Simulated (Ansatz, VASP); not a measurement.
**Two plane-wave programs on AlO2**

```xyz
6
Lattice="4.2572 0.0000 0.0000 0.0000 4.2572 0.0000 0.0000 0.0000 3.9501" Properties=species:S:1:pos:R:3 pbc="T T T"
Al    0.0000    0.0000    1.9751
Al    2.1286    2.1286    0.0000
O     2.5492    0.4205    0.9875
O     1.7081    3.8367    0.9875
O     0.4205    1.7081    2.9626
O     3.8367    2.5492    2.9626
```

Alike in both runs: task single point; functional PBE; k mesh 4 × 4 × 4; occupations gaussian, width 0.1 eV; collinear spin.

|  | VASP | Ansatz |
| --- | --- | --- |
| version | VASP 6.6.1 | Ansatz 0.2.0 |
| potentials or method | VASP PAW PBE potentials, release 64 (Al, O), cutoff 520 eV | scalar-relativistic, plane waves, PAW |
| valence electrons in the cell | 30 | 30 |

```tsv
	VASP	Ansatz	Ansatz less VASP
gap on the k mesh at the Fermi level (eV)	none	none	-
rms of the force components (eV/Å)	8.088	7.390	-0.6975
net moment per atom (μB)	0.00	0.00	0.000
```

Atom by atom the forces differ by 0.698 eV/Å (rms over components). A gap of «none» marks a metal or a gap that the smearing closes. Ansatz's warnings: seeded moment not kept.

The k mesh is coarse, so the values compare programs but aren't converged. Noted on VASP's run: the standard files for N, O and F lose accuracy on very short bonds.
